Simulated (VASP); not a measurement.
Set up this calculation in VASP 6.6.1, as the native input.

```yaml
Task: single point
Functional: PBE
Potentials_or_basis: VASP PAW PBE potentials, release 64 (Ba_sv, Ti_sv, O_h)
Cutoff: 1340 eV
k_mesh: 6 × 6 × 6
Occupations: gaussian, width 0.05 eV
Spin: no spin polarisation
Hubbard_terms: Ti d U = 4.0 eV
Dipole_correction: no
Further_INCAR_settings: ALGO = Normal; EDIFF = 1e-06; NBANDS = 28
```

The structure of BaTiO3 lies in POSCAR:

```
BaTiO3
1.0
    2.8603720851      1.6514365933      2.3108627746
   -2.8603720851      1.6514365933      2.3108627746
    0.0000000000     -3.3028731867      2.3108627746
Ba Ti O
1 1 3
Direct
    0.0026800181      0.0026800181      0.0026800181
    0.5127992509      0.5127992509      0.5127992509
    0.4903227049      0.4903227049      0.9825753212
    0.4903227049      0.9825753212      0.4903227049
    0.9825753212      0.4903227049      0.4903227049
```

This cell differs from its parent crystal: strain +0.000 along x and y, -0.015 along z.

One way to write it, as run:

INCAR

```
SYSTEM = BaTiO3
ALGO = Normal
EDIFF = 1E-6
ENCUT = 1340
GGA = PE
GGA_COMPAT = .False.
ISIF = 2
ISMEAR = 0
LASPH = .True.
LCHARG = .False.
LDAU = .True.
LDAUJ = 0 0 0
LDAUL = -1 2 -1
LDAUPRINT = 1
LDAUTYPE = 2
LDAUU = 0 4 0
LMAXMIX = 4
LREAL = .False.
LWAVE = .False.
NBANDS = 28
NELM = 200
PREC = Accurate
SIGMA = 0.05
```

KPOINTS

```
k-points
0
Gamma
  6 6 6
  0 0 0
```

Potentials or basis: VASP PAW PBE potentials, release 64 (Ba_sv, Ti_sv, O_h).

Command:

```bash
$ cat potpaw_PBE.64/Ba_sv/POTCAR potpaw_PBE.64/Ti_sv/POTCAR potpaw_PBE.64/O_h/POTCAR > POTCAR
$ mpirun -np 1 vasp_std > vasp.out
```

It gave:

```yaml
Pressure: 5.8 GPa
Largest_force: 0.753 eV/Å
Band_gap_on_the_k_mesh: 2.66 eV (least direct gap 3.09 eV)
```

Caveat: the cell differs from its parent crystal (strain +0.000 along x and y, -0.015 along z); the cell stands under pressure; spin-orbit coupling is left out, which moves the levels of the heavy elements.

Run time: 3.7 min on 1 thread of Intel(R) Xeon(R) Platinum 8375C CPU @ 2.90GHz (Ice Lake) (shared host), peak memory 0.49 GiB.
